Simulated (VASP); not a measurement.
# Cr (P6_3/mmc) in VASP: further runs, part 2 of 2

VASP 6.6.1.

**3. Single point, PBEsol**

File INCAR:

```
SYSTEM = Cr
PREC = Accurate
ENCUT = 520
EDIFF = 1E-6
ISMEAR = 0
SIGMA = 0.1
LREAL = .FALSE.
LASPH = .TRUE.
NELM = 60
ALGO = Normal
ISIF = 2
LWAVE = .FALSE.
LCHARG = .TRUE.
GGA = PS
LELF = .TRUE.
LVHAR = .TRUE.
NBANDS = 19
```

File KPOINTS:

```
regular mesh
0
G
  18 18 10
  0 0 0
```

File POSCAR:

```
Cr
1.0
    2.4555597072      0.0000000000      0.0000000000
   -1.2277798536      2.1265770870      0.0000000000
    0.0000000000      0.0000000000      4.3979646618
Cr
2
Direct
    0.3333333333      0.6666666667      0.2500000000
    0.6666666667      0.3333333333      0.7500000000
```

Potentials or basis: VASP PAW PBE potentials, release 64 (Cr_pv).

Command:

```bash
> cat potpaw_PBE.64/Cr_pv/POTCAR > POTCAR
> mpirun -np 1 vasp_std > vasp.out
```

It took 2.1 min on 1 thread of Intel Xeon 8259CL, shared host; peak memory 0.19 GiB.

Results (log left out):

- Free energy: -19.6555 eV
- Pressure: -0.5 GPa
- Band gap on the k mesh: zero (bands 12 and 13 overlap by 1.33 eV)

Stress tensor (GPa, compression positive):
```
-0.53  0.00  0.00
 0.00 -0.53  0.00
 0.00  0.00 -0.35
```

Levels at points of the mesh, in eV from the Fermi level:
```
           k point  band 8  band 9  band 10  band 11  band 12  band 13  band 14  band 15  band 16  band 17
(0.00, 0.00, 0.00)   -4.20   -1.28    -0.38    -0.38    -0.22    -0.03    -0.03     1.11     1.11     2.28
(0.50, 0.00, 0.00)   -3.59   -3.59    -1.01    -0.57    -0.29    -0.18     2.40     2.98     3.11     4.31
(0.00, 0.00, 0.50)   -5.72   -1.68    -1.68    -0.35    -0.35    -0.35    -0.35     1.87     1.87     1.87
(0.50, 0.00, 0.50)   -4.10   -2.60    -2.60     0.96     0.96     1.37     1.37     3.05     3.05     3.62
```

Caveat: the PAW data sets were made with another functional, which shifts forces and pressure a little; the run has no spin polarisation, though such a crystal can be magnetic.

**4. Single point, PBEsol (11.83 Å³/atom)**

This run uses another cell than the first one, of 11.83 Å³/atom.

File INCAR:

```
ALGO = Normal ; EDIFF = 1E-7
ENCUT = 520 ; GGA = PS
ISIF = 2 ; ISMEAR = 0
LASPH = True ; LCHARG = False
LREAL = False ; LWAVE = False
NBANDS = 19 ; NELM = 60
PREC = Accurate ; SIGMA = 0.1
```

File KPOINTS:

```
k-points
0
Gamma
  18 18 10
```

File POSCAR:

```
Cr
1.0
    2.4776743161      0.0000000000      0.0000000000
   -1.2388371581      2.1457289000      0.0000000000
    0.0000000000      0.0000000000      4.4494007062
Cr
2
Direct
    0.3333333333      0.6666666667      0.2500000000
    0.6666666667      0.3333333333      0.7500000000
```

Command:

```bash
> cat potpaw_PBE.64/Cr_pv/POTCAR > POTCAR
> mpirun -np 1 vasp_std > vasp.out
```

Run time: 2.3 min. Hardware: 1 thread of Intel Xeon 8259CL, shared host; peak memory 0.2 GiB.

It converged, with:

| Item | Value |
| --- | --- |
| Free energy | -19.6382 eV |
| Pressure | -7.6 GPa |
| Band gap on the k mesh | zero (bands 12 and 13 overlap by 1.28 eV) |

Stress tensor (GPa, compression positive):
```
-7.63  0.00  0.00
 0.00 -7.63  0.00
 0.00  0.00 -7.45
```

Levels at points of the mesh, in eV from the Fermi level:
| k point | band 8 | band 9 | band 10 | band 11 | band 12 | band 13 | band 14 | band 15 | band 16 | band 17 |
| --- | --- | --- | --- | --- | --- | --- | --- | --- | --- | --- |
| (0.00, 0.00, 0.00) | -4.10 | -1.24 | -0.36 | -0.36 | -0.28 | -0.03 | -0.03 | 1.08 | 1.08 | 2.19 |
| (0.50, 0.00, 0.00) | -3.49 | -3.44 | -0.98 | -0.57 | -0.29 | -0.15 | 2.29 | 2.87 | 2.99 | 4.14 |
| (0.00, 0.00, 0.50) | -5.67 | -1.63 | -1.63 | -0.33 | -0.33 | -0.33 | -0.33 | 1.80 | 1.80 | 1.80 |
| (0.50, 0.00, 0.50) | -3.96 | -2.51 | -2.51 | 0.94 | 0.94 | 1.30 | 1.30 | 2.94 | 2.94 | 3.47 |

Caveat: the cell stands under tension; the PAW data sets were made with another functional, which shifts forces and pressure a little; the run has no spin polarisation, though such a crystal can be magnetic. Spin polarisation is off, so any magnetic state and its effect on volume and gap are missing.

**5. Single point, PBEsol (12.17 Å³/atom)**

This run uses another cell than the first one, of 12.17 Å³/atom.

File INCAR:

```
SYSTEM = Cr
PREC     = Accurate       ! precision mode
ENCUT    = 520            ! plane-wave cutoff, eV
EDIFF    = 1E-6           ! SCF threshold, eV
ISMEAR   = 0              ! smearing method
SIGMA    = 0.1            ! smearing width, eV
LREAL    = .FALSE.        ! projectors in reciprocal space
LASPH    = .TRUE.         ! aspherical terms in the spheres
NELM     = 80             ! most SCF steps
ALGO     = Normal         ! electronic algorithm
ISIF     = 2              ! what is computed and relaxed
LWAVE    = .FALSE.        ! write WAVECAR
LCHARG   = .FALSE.        ! write CHGCAR
GGA      = PS             ! functional
NBANDS   = 19             ! bands
```

File KPOINTS:

```
Automatic mesh
0
G
  18 18 10
  0 0 0
```

File POSCAR:

```
Cr
1.0
    2.4991718030      0.0000000000      0.0000000000
   -1.2495859015      2.1643462698      0.0000000000
    0.0000000000      0.0000000000      4.5005581059
Cr
2
Direct
    0.3333333333      0.6666666667      0.2500000000
    0.6666666667      0.3333333333      0.7500000000
```

Command:

```bash
> cat potpaw_PBE.64/Cr_pv/POTCAR > POTCAR
> mpirun -np 1 vasp_std > vasp.out
```

Wall time 2.5 min (1 thread of Intel Xeon 8259CL, shared host); peak memory 0.21 GiB.

The run converged. Its results:

* Free energy: -19.5926 eV
* Pressure: -13.6 GPa
* Band gap on the k mesh: zero (bands 12 and 13 overlap by 1.22 eV)

Stress tensor (GPa, compression positive):
```
-13.71   0.00   0.00
  0.00 -13.71   0.00
  0.00   0.00 -13.52
```

Levels at points of the mesh, in eV from the Fermi level:
| k point | band 8 | band 9 | band 10 | band 11 | band 12 | band 13 | band 14 | band 15 | band 16 | band 17 |
| --- | --- | --- | --- | --- | --- | --- | --- | --- | --- | --- |
| (0.00, 0.00, 0.00) | -4.00 | -1.21 | -0.34 | -0.33 | -0.33 | -0.02 | -0.02 | 1.05 | 1.05 | 2.10 |
| (0.50, 0.00, 0.00) | -3.40 | -3.31 | -0.95 | -0.57 | -0.30 | -0.12 | 2.19 | 2.77 | 2.88 | 3.98 |
| (0.00, 0.00, 0.50) | -5.62 | -1.59 | -1.59 | -0.31 | -0.31 | -0.31 | -0.31 | 1.73 | 1.73 | 1.73 |
| (0.50, 0.00, 0.50) | -3.83 | -2.41 | -2.41 | 0.91 | 0.91 | 1.25 | 1.25 | 2.83 | 2.83 | 3.34 |

Caveat: the cell stands under tension; the PAW data sets were made with another functional, which shifts forces and pressure a little; the run has no spin polarisation, though such a crystal can be magnetic.

**6. Single point, PBEsol (12.63 Å³/atom)**

This run uses another cell than the first one, of 12.63 Å³/atom.

File INCAR:

```
SYSTEM = Cr
ALGO     = Normal         ! electronic algorithm
EDIFF    = 1E-6           ! SCF threshold, eV
ENCUT    = 520            ! plane-wave cutoff, eV
GGA      = PS             ! functional
ISIF     = 2              ! what is computed and relaxed
ISMEAR   = 0              ! smearing method
LASPH    = .TRUE.         ! aspherical terms in the spheres
LCHARG   = .TRUE.         ! write CHGCAR
LELF     = .TRUE.         ! ELF
LREAL    = .FALSE.        ! projectors in reciprocal space
LVHAR    = .TRUE.       
LWAVE    = .FALSE.        ! write WAVECAR
NBANDS   = 19             ! bands
NELM     = 80             ! most SCF steps
PREC     = Accurate       ! precision mode
SIGMA    = 0.1            ! smearing width, eV
```

File KPOINTS:

```
k-points
0
G
  18 18 10
  0 0 0
```

File POSCAR:

```
Cr
1.0
    2.5268773559      0.0000000000      0.0000000000
   -1.2634386779      2.1883399824      0.0000000000
    0.0000000000      0.0000000000      4.5685364099
Cr
2
Direct
    0.3333333333      0.6666666667      0.2500000000
    0.6666666667      0.3333333333      0.7500000000
```

Potentials or basis: VASP PAW PBE potentials, release 64 (Cr_pv).

Command:

```bash
> cat potpaw_PBE.64/Cr_pv/POTCAR > POTCAR
> mpirun -np 1 vasp_std > vasp.out
```

Wall time 96 s (1 thread of Intel Xeon 8259CL, shared host); peak memory 0.21 GiB.

Results (log left out):

```
Free energy            : -19.4949 eV
Pressure               : -20.3 GPa
Band gap on the k mesh : zero (bands 12 and 13 overlap by 1.17 eV)
```

Stress tensor (GPa, compression positive):
```
-20.40   0.00   0.00
  0.00 -20.40   0.00
  0.00   0.00 -20.20
```

Levels at points of the mesh, in eV from the Fermi level:
```csv
k point,band 10,band 11,band 12,band 13,band 14,band 15
"(0.00, 0.00, 0.00)",-0.40,-0.31,-0.31,-0.02,-0.02,1.01
"(0.50, 0.00, 0.00)",-0.92,-0.56,-0.30,-0.09,2.06,2.65
"(0.00, 0.00, 0.50)",-1.54,-0.28,-0.28,-0.28,-0.28,1.64
"(0.50, 0.00, 0.50)",-2.30,0.87,0.87,1.18,1.18,2.71
```

Caveat: the cell stands under tension; the PAW data sets were made with another functional, which shifts forces and pressure a little; the run has no spin polarisation, though such a crystal can be magnetic. Spin polarisation is off, so any magnetic state and its effect on volume and gap are missing.

**7. Single point, PBEsol**

This run uses another cell than the first one, of 14.07 Å³/atom.

File INCAR:

```
PREC = Accurate ; ENCUT = 520
EDIFF = 1E-7 ; ISMEAR = 0
SIGMA = 0.1 ; LREAL = F
LASPH = T ; NELM = 100
ALGO = Fast ; ISIF = 2
LWAVE = F ; LCHARG = T
GGA = PS ; LELF = T
LVHAR = T ; NBANDS = 19
```

File KPOINTS:

```
regular mesh
0
Gamma
  18 18 10
```

File POSCAR:

```
Cr
1.0
    2.7140000000      0.0000000000      0.0000000000
   -1.3570000000      2.3503929459      0.0000000000
    0.0000000000      0.0000000000      4.4100000000
Cr
2
Direct
    0.3333333333      0.6666666667      0.2500000000
    0.6666666667      0.3333333333      0.7500000000
```

Command:

```bash
> cat potpaw_PBE.64/Cr_pv/POTCAR > POTCAR
> mpirun -np 1 vasp_std > vasp.out
```

Wall time 4.1 min (1 thread of Intel Xeon 8259CL, shared host); peak memory 0.21 GiB.

The run converged. Its results:

```yaml
Free_energy: -18.8867 eV
Pressure: -34.2 GPa
Band_gap_on_the_k_mesh: zero (bands 12 and 13 overlap by 0.99 eV)
```

Stress tensor (GPa, compression positive):
```
-37.42   0.00   0.00
  0.00 -37.42   0.00
  0.00   0.00 -27.82
```

Levels at points of the mesh, in eV from the Fermi level:
| k point | band 8 | band 9 | band 10 | band 11 | band 12 | band 13 | band 14 | band 15 | band 16 | band 17 |
| --- | --- | --- | --- | --- | --- | --- | --- | --- | --- | --- |
| (0.00, 0.00, 0.00) | -3.31 | -0.31 | -0.29 | -0.29 | 0.08 | 0.08 | 0.55 | 0.55 | 0.57 | 1.80 |
| (0.50, 0.00, 0.00) | -2.84 | -2.54 | -0.93 | -0.43 | -0.35 | 0.09 | 1.96 | 2.07 | 2.13 | 3.26 |
| (0.00, 0.00, 0.50) | -4.99 | -0.83 | -0.83 | -0.35 | -0.35 | -0.35 | -0.35 | 1.45 | 1.45 | 1.45 |
| (0.50, 0.00, 0.50) | -3.16 | -1.69 | -1.69 | 0.64 | 0.64 | 0.98 | 0.98 | 2.06 | 2.06 | 2.83 |

Caveat: the stress differs along the axes, from -37 to -28 GPa; the PAW data sets were made with another functional, which shifts forces and pressure a little; the run has no spin polarisation, though such a crystal can be magnetic.

**8. Summary**

```tsv
cell	gap on the mesh (eV)	pressure (GPa)
a = 2.456, b = 2.456, c = 4.398 Å, angles 90.0, 90.0, 120.0°, 2 atoms	none	-0.5
a = 2.478, b = 2.478, c = 4.449 Å, angles 90.0, 90.0, 120.0°, 2 atoms	none	-7.6
a = 2.499, b = 2.499, c = 4.501 Å, angles 90.0, 90.0, 120.0°, 2 atoms	none	-13.6
a = 2.527, b = 2.527, c = 4.569 Å, angles 90.0, 90.0, 120.0°, 2 atoms	none	-20.3
a = 2.714, b = 2.714, c = 4.410 Å, angles 90.0, 90.0, 120.0°, 2 atoms	none	-34.2
```

Alike in all rows: task single point; level PBEsol; potentials or basis VASP PAW PBE potentials, release 64 (Cr_pv); no spin polarisation; k mesh 18 × 18 × 10; cutoff (eV) 520; smearing gaussian 0.1 eV.

Caveats: the PAW data sets were made with another functional, which shifts forces and pressure a little; the run has no spin polarisation, though such a crystal can be magnetic; the cell stands under tension (at least some runs); the stress differs along the axes, from -37 to -28 GPa (at least some runs).

Absolute energies hang on the potentials; compare differences alone.
